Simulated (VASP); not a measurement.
Wanted: the native input for a VASP 6.6.1 run.

| Quantity | Value |
| --- | --- |
| Task | single point |
| Functional | BLYP |
| Potentials or basis | VASP PAW PBE potentials, release 64 (Zn, O) |
| Cutoff | 520 eV |
| k mesh | 9 × 9 × 5 |
| Occupations | fermi-dirac, width 0.05 eV |
| Spin | no spin polarisation |
| Dipole correction | no |
| Further INCAR settings | ALGO = Normal; EDIFF = 1e-06; NBANDS = 26 |

The structure of ZnO lies in POSCAR:

```
ZnO
1.0
    3.2493080000      0.0000000000      0.0000000000
   -1.6246540000      2.8139832727      0.0000000000
    0.0000000000      0.0000000000      5.2057090000
Zn O
2 2
Direct
    0.6666666667      0.3333333333      0.0000000000
    0.3333333333      0.6666666667      0.5000000000
    0.3333333333      0.6666666667      0.8790100000
    0.6666666667      0.3333333333      0.3790100000
```

One way to write it, as run:

INCAR

```
SYSTEM = ZnO
PREC = Accurate
ENCUT = 520
EDIFF = 1E-6
ISMEAR = -1
SIGMA = 0.05
LREAL = .FALSE.
LASPH = .TRUE.
NELM = 60
ALGO = Normal
ISIF = 2
LWAVE = .FALSE.
LCHARG = .TRUE.
GGA = B5
ALDAX = 1.0
AGGAX = 1.0
AGGAC = 1.0
ALDAC = 0.0
LELF = .TRUE.
LVHAR = .TRUE.
NBANDS = 26
```

KPOINTS

```
Automatic mesh
0
G
  9 9 5
  0 0 0
```

Potentials or basis: VASP PAW PBE potentials, release 64 (Zn, O).

Command:

```sh
$ cat potpaw_PBE.64/Zn/POTCAR potpaw_PBE.64/O/POTCAR > POTCAR
$ mpirun -np 1 vasp_std > vasp.out
```

It gave:

| Property | Result |
| --- | --- |
| Pressure | 10.4 GPa |
| Largest force | 0.074 eV/Å |
| Band gap on the k mesh | 0.96 eV |

Caveat: the cell stands under pressure; the PAW data sets were made with another functional, which shifts forces and pressure a little.

Run time: 45 s on 1 thread of Intel(R) Xeon(R) Platinum 8488C (Sapphire Rapids), on a shared host, peak memory 0.17 GiB.
